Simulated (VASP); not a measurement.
# Ti: single point with LDA

The system is Ti.

```
Ti
1.0
     2.86387    0.00000    0.00000
    -1.43193    2.48018    0.00000
     0.00000    0.00000    4.53999
Ti
2
Direct
  0.33333 0.66667 0.25000
  0.66667 0.33333 0.75000
```

```yaml
Program: VASP 6.6.1
Task: single point
Functional: LDA
Potentials_or_basis: VASP PAW LDA potentials, release 64 (Ti_sv)
Cutoff: 520 eV
k_mesh: 13 × 13 × 7
Occupations: methfessel-paxton, width 1 eV
Spin: no spin polarisation
Dipole_correction: no
Further_INCAR_settings: ALGO = Normal; EDIFF = 1e-06; NBANDS = 19
```

```
Pressure               : -0.5 GPa
Band gap on the k mesh : zero (band 12 reaches 9.67 eV, above the bottom of band 13 at 8.58 eV)
```

Stress tensor (GPa, compression positive):
```
-0.80  0.00  0.00
 0.00 -0.80  0.00
 0.00  0.00  0.13
```

Levels at points of the mesh, in eV from the Fermi level:
```
           k point  band 10  band 11  band 12  band 13  band 14  band 15
(0.00, 0.00, 0.00)    -2.79     0.84     0.84     1.01     1.18     1.39
```

Wall time 27 s on 1 thread of Intel(R) Xeon(R) Platinum 8488C (Sapphire Rapids), on a shared host, peak memory 0.14 GiB.
